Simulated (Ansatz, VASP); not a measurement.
# CdS: VASP beside Ansatz

The input INCAR:

```
SYSTEM = CdS
  ALGO = Normal
  EDIFF = 1E-7
  EDIFFG = -0.002
  ENCUT = 450
  GGA = PS
  GGA_COMPAT = .False.
  IBRION = 2
  ISIF = 2
  ISMEAR = 0
  LASPH = .True.
  LCHARG = .False.
  LREAL = .False.
  LWAVE = .False.
  NELM = 120
  NELMIN = 4
  NSW = 60
  PREC = Accurate
  SIGMA = 0.02
```

File KPOINTS:

```
k-points
0
Gamma
  9 9 9
  0 0 0
```

The input POSCAR:

```
CdS
1.0
    0.0507117031      2.9453941484      2.9453941484
    2.9453941484      0.0507117031      2.9453941484
    2.9453941484      2.9453941484      0.0507117031
Cd S
1 1
Direct
    0.0017514096      0.0017514096      0.0017514096
    0.2482485904      0.2482485904      0.2482485904
```

Input for Ansatz:

```yaml
crystal:
  lattice:
    - [0.0507117031, 2.9453941484, 2.9453941484]
    - [2.9453941484, 0.0507117031, 2.9453941484]
    - [2.9453941484, 2.9453941484, 0.0507117031]
  atoms:
    - { symbol: Cd, position: [0.0017514096, 0.0017514096, 0.0017514096] }
    - { symbol: S, position: [0.2482485904, 0.2482485904, 0.2482485904] }
basis:
  ecutwfc: 600.0
kpoints:
  mp_grid: { grid: [9, 9, 9] }
hamiltonian:
  xc: pbesol
  pseudopotentials: { kind: paw, azcp: { folder: soft_1 } }
scf:
  occupations: { method: gaussian, width: 0.02 }
output:
  forces: true
  stress: true
  eigenvalues: true
relax:
  adjacent_minimum: "off"
  f_tol: 0.002
  max_steps: 40
```

Change from the starting cell: strained cell.

Alike in both runs: task relaxation of the atoms; functional PBEsol; k mesh 9 × 9 × 9; occupations gaussian, width 0.02 eV; no spin polarisation.

|  | VASP | Ansatz |
| --- | --- | --- |
| version | VASP 6.6.1 | Ansatz 0.2.0 |
| potentials or method | VASP PAW PBE potentials, release 64 (Cd, S), cutoff 450 eV | scalar-relativistic, plane waves, PAW |
| valence electrons in the cell | 18 | 26 |

|  | VASP | Ansatz | Ansatz less VASP |
| --- | --- | --- | --- |
| gap on the k mesh at the Fermi level, each at its own relaxed structure (eV) | 0.96 | 0.95 | -0.005 |

VASP's potentials were made for PBE, not for PBEsol, and Ansatz warns of the same on its side. VASP's potentials hold 18 valence electrons a cell and Ansatz's 26, so a difference there can come from the potentials and not from the codes. Ansatz's warnings: stress scf threshold loose.
